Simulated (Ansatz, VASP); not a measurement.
# SrTiO3: VASP beside Ansatz

The input INCAR:

```
SYSTEM = SrTiO3
PREC = Accurate ; ENCUT = 520
EDIFF = 1E-6 ; ISMEAR = -1
SIGMA = 0.05 ; LREAL = .FALSE.
LASPH = .TRUE. ; NELM = 100
ALGO = Normal ; ISIF = 2
LWAVE = .FALSE. ; LCHARG = .FALSE.
GGA = PE ; NBANDS = 28
```

KPOINTS

```
Automatic mesh
0
G
  7 7 7
  0 0 0
```

The input POSCAR:

```
SrTiO3
1.0
    3.9050000000      0.0000000000      0.0000000000
    0.0000000000      3.9050000000      0.0000000000
    0.0000000000      0.0000000000      3.9050000000
Sr Ti O
1 1 3
Direct
    0.0000000000      0.0000000000      0.0000000000
    0.5000000000      0.5000000000      0.5000000000
    0.0000000000      0.5000000000      0.5000000000
    0.5000000000      0.0000000000      0.5000000000
    0.5000000000      0.5000000000      0.0000000000
```

Input for Ansatz:

```yaml
crystal:
  lattice:
    - [3.905, 0.0, 0.0]
    - [0.0, 3.905, 0.0]
    - [0.0, 0.0, 3.905]
  atoms:
    - { symbol: Sr, position: [0.0, 0.0, 0.0] }
    - { symbol: Ti, position: [0.5, 0.5, 0.5] }
    - { symbol: O, position: [0.0, 0.5, 0.5] }
    - { symbol: O, position: [0.5, 0.0, 0.5] }
    - { symbol: O, position: [0.5, 0.5, 0.0] }
kpoints:
  mp_grid: { grid: [7, 7, 7] }
  band_path:
    path:
      - [0.0, 0.0, 0.0]
      - [0.0, 0.5, 0.0]
      - [0.5, 0.5, 0.0]
      - [0.0, 0.0, 0.0]
      - [0.5, 0.5, 0.5]
      - [0.0, 0.5, 0.0]
      - [0.5, 0.5, 0.5]
      - [0.5, 0.5, 0.0]
    npoints: 14
scf:
  occupations: { method: fermi_dirac, width: 0.05 }
hamiltonian:
  xc: pbe
  pseudopotentials: { kind: all_electron, lapw: { basis_error: 0.001 } }
output:
  forces: true
  stress: true
  eigenvalues: true
  populations: true
  dos: { projected: true, de: 0.2, e_range: [-14, 8] }
```

Alike in both runs: task single point; functional PBE; k mesh 7 × 7 × 7; occupations fermi-dirac, width 0.05 eV; no spin polarisation.

```csv
,VASP,Ansatz
version,VASP 6.6.1,Ansatz 0.2.0
potentials or method,"VASP PAW PBE potentials, release 64 (Sr_sv, Ti_sv, O), cutoff 520 eV","all-electron LAPW, scalar-relativistic"
```

Ansatz gave:

| Quantity | Value |
| --- | --- |
| gap on the k mesh at the Fermi level (eV) | 1.95 |
| pressure (GPa) | 4.3 |

Task: Which values does VASP return?

Result: gap on the k mesh at the Fermi level (eV): 1.92; pressure (GPa): 5.0.

Ansatz ran all-electron here, and VASP with PAW potentials.
